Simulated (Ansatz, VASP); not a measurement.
## Ag in VASP and in Ansatz

The input INCAR:

```
PREC     = Accurate       # precision mode
ENCUT    = 520            # plane-wave cutoff, eV
EDIFF    = 1E-7           # SCF threshold, eV
ISMEAR   = 0              # smearing method
SIGMA    = 0.15           # smearing width, eV
LREAL    = F              # projectors in reciprocal space
LASPH    = T              # aspherical terms in the spheres
NELM     = 60             # most SCF steps
ALGO     = Normal         # electronic algorithm
ISIF     = 2              # what is computed and relaxed
LWAVE    = F              # write WAVECAR
LCHARG   = T              # write CHGCAR
GGA      = PE             # functional
LELF     = T              # ELF
LVHAR    = T            
NBANDS   = 12             # bands
```

File KPOINTS:

```
Automatic mesh
0
Gamma
  10 10 10
```

The input POSCAR:

```
Ag
1.0
    0.0000000000      2.1043930000      2.0431000000
    2.1043930000      0.0000000000      2.0431000000
    2.1043930000      2.1043930000      0.0000000000
Ag
1
Direct
    0.0000000000      0.0000000000      0.0000000000
```

Input for Ansatz:

```yaml
crystal:
  lattice:
    - [0.0, 2.104393, 2.0431]
    - [2.104393, 0.0, 2.0431]
    - [2.104393, 2.104393, 0.0]
  atoms:
    - { symbol: Ag, position: [0.0, 0.0, 0.0] }
basis:
  ecutwfc: 420
kpoints:
  mp_grid: { grid: [10, 10, 10] }
hamiltonian:
  xc: pbe
scf:
  occupations: { method: gaussian, width: 0.15 }
output:
  forces: true
  stress: true
  eigenvalues: true
```

Change from the starting cell: strain +0.030 along x and y, +0.000 along z, atoms carried along.

Alike in both runs: task single point; functional PBE; k mesh 10 × 10 × 10; occupations gaussian, width 0.15 eV; no spin polarisation.

|  | VASP | Ansatz |
| --- | --- | --- |
| version | VASP 6.6.1 | Ansatz 0.2.0 |
| potentials or method | VASP PAW PBE potentials, release 64 (Ag), cutoff 520 eV | scalar-relativistic, plane waves, PAW |
| valence electrons in the cell | 11 | 19 |

```tsv
	VASP	Ansatz	Ansatz less VASP
gap on the k mesh at the Fermi level (eV)	none	none	-
pressure (GPa)	-1.1	-1.0	+0.10
traceless stress, the component that is largest in VASP (GPa)	0.22	0.23	+0.015
```

A gap of «none» marks a metal or a gap that the smearing closes. With one functional, cell and mesh, what is left measures potentials, basis and numerics. VASP's potentials hold 11 valence electrons a cell and Ansatz's 19, so a difference there can come from the potentials and not from the codes.
